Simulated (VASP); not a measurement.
Wanted: the native input for a VASP 6.6.1 run.

```
Task                   : relaxation of cell and atoms
Functional             : PBE
Potentials or basis    : VASP PAW PBE potentials, release 64 (Ge_d, Pd, O)
Cutoff                 : 600 eV
k mesh                 : 10 × 10 × 10
Occupations            : gaussian, width 0.1 eV
Spin                   : no spin polarisation
Dipole correction      : no
Further INCAR settings : ALGO = Normal; EDIFF = 1e-07; IBRION = 2; EDIFFG = -0.01; NSW = 100; ISIF = 3
```

The structure of Ge3PdO4 lies in POSCAR:

```
Ge3PdO4
1.0
   -2.8732681700      2.8732681700      2.8732681700
    2.8732681700     -2.8732681700      2.8732681700
    2.8732681700      2.8732681700     -2.8732681700
Ge Pd O
3 1 4
Direct
    0.0000000000      0.5000000000      0.5000000000
    0.5000000000      0.0000000000      0.5000000000
    0.5000000000      0.5000000000      0.0000000000
    0.0000000000      0.0000000000      0.0000000000
    0.5000000000      0.5000000000      0.5000000000
    0.0000000000      0.0000000000      0.5000000000
    0.0000000000      0.5000000000      0.0000000000
    0.5000000000      0.0000000000      0.0000000000
```

The cell was built from a structure type or drawn by symmetry, and may not be a known phase.

One way to write it, as run:

INCAR

```
SYSTEM = Ge3PdO4
ALGO     = Normal         ! electronic algorithm
EDIFF    = 1E-7           ! SCF threshold, eV
EDIFFG   = -0.01          ! ionic threshold
ENCUT    = 600            ! plane-wave cutoff, eV
GGA      = PE             ! functional
IBRION   = 2              ! ionic algorithm
ISIF     = 3              ! what is computed and relaxed
ISMEAR   = 0              ! smearing method
LASPH    = .TRUE.         ! aspherical terms in the spheres
LCHARG   = .FALSE.        ! write CHGCAR
LREAL    = .FALSE.        ! projectors in reciprocal space
LWAVE    = .FALSE.        ! write WAVECAR
NELM     = 60             ! most SCF steps
NSW      = 100            ! ionic steps
PREC     = Accurate       ! precision mode
SIGMA    = 0.1            ! smearing width, eV
```

KPOINTS

```
k-points
0
G
  10 10 10
  0 0 0
```

Potentials or basis: VASP PAW PBE potentials, release 64 (Ge_d, Pd, O).

Run with:

```console
$ cat potpaw_PBE.64/Ge_d/POTCAR potpaw_PBE.64/Pd/POTCAR potpaw_PBE.64/O/POTCAR > POTCAR
$ mpirun -np 1 vasp_std > vasp.out
```

It gave:

The relaxed volume is 11.91 Å³/atom, the relaxed cell is a = 4.983 Å, b = 4.983 Å, c = 4.983 Å, α = 109.47°, β = 109.47°, γ = 109.47° and the space group after relaxing (to 0.1 Å) is Im-3m (No. 229). The energy gained by relaxing is 0.1 meV/atom, the ionic steps are 3 and the pressure after relaxing is 0.0 GPa. The band gap on the k mesh is zero (bands 38 and 39 overlap by 1.82 eV).

It took 4.6 min on 1 thread of Intel(R) Xeon(R) 6975P-C (Granite Rapids) (shared host), peak memory 0.39 GiB.
